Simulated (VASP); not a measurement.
## Au: single point with PBE

Crystal: Au.

```
Au
1.0
    -1.40233    1.40233    1.40233
     1.40233   -1.40233    1.40233
     1.40233    1.40233   -1.40233
Au
1
Direct
  0.00000 0.00000 0.00000
```

| Item | Value |
| --- | --- |
| Program | VASP 6.6.1 |
| Task | single point |
| Functional | PBE |
| Potentials or basis | VASP PAW PBE potentials, release 64 (Au) |
| Cutoff | 520 eV |
| k mesh | 19 × 19 × 19 |
| Occupations | fermi-dirac, width 0.1 eV |
| Spin | no spin polarisation |

The pressure is 270.9 GPa.

Levels at points of the mesh, in eV from the Fermi level:
| k point | band 3 | band 4 | band 5 | band 6 | band 7 | band 8 | band 9 | band 10 |
| --- | --- | --- | --- | --- | --- | --- | --- | --- |
| (0.00, 0.00, 0.00) | -8.59 | -8.59 | -4.83 | -4.83 | 15.03 | 15.03 | 15.03 | 29.75 |

It took 12 s on 1 thread of Intel(R) Xeon(R) Platinum 8488C (Sapphire Rapids) (shared host), peak memory 0.14 GiB.

Caveat: spin-orbit coupling is left out, which moves the levels of the heavy elements.
